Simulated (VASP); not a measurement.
A run of VASP 6.6.1 is set up as follows.

Contents of INCAR:

```
ALGO = Normal ; EDIFF = 1E-6
ENCUT = 520 ; GGA = PE
ISIF = 2 ; ISMEAR = 0
LASPH = T ; LCHARG = T
LELF = T ; LREAL = F
LVHAR = T ; LWAVE = F
NBANDS = 37 ; NELM = 60
PREC = Accurate ; SIGMA = 0.1
```

File KPOINTS:

```
k-points
0
Gamma
  8 8 6
```

Contents of POSCAR:

```
LaTaO
1.0
    4.5530787938      0.0000000000      0.0000000000
    0.0000000000      4.5530787938      0.0000000000
    0.0000000000      0.0000000000      5.9898192096
La Ta O
2 2 2
Direct
    0.0000000000      0.0000000000      0.0000000000
    0.5000000000      0.5000000000      0.0000000000
    0.5000000000      0.0000000000      0.5340324625
    0.0000000000      0.5000000000      0.4659675375
    0.5000000000      0.0000000000      0.8630614024
    0.0000000000      0.5000000000      0.1369385976
```

Potentials or basis: VASP PAW PBE potentials, release 64 (La, Ta_pv, O).

Launch:

```sh
$ cat potpaw_PBE.64/La/POTCAR potpaw_PBE.64/Ta_pv/POTCAR potpaw_PBE.64/O/POTCAR > POTCAR
$ mpirun -np 1 vasp_std > vasp.out
```

(1) Estimate the band gap on the k mesh.

(2) Predict the largest force.

Results:

(1) zero (bands 28 and 29 overlap by 0.87 eV).

(2) 0.108 eV/Å.

Caveat: spin-orbit coupling is left out, which moves the levels of the heavy elements.
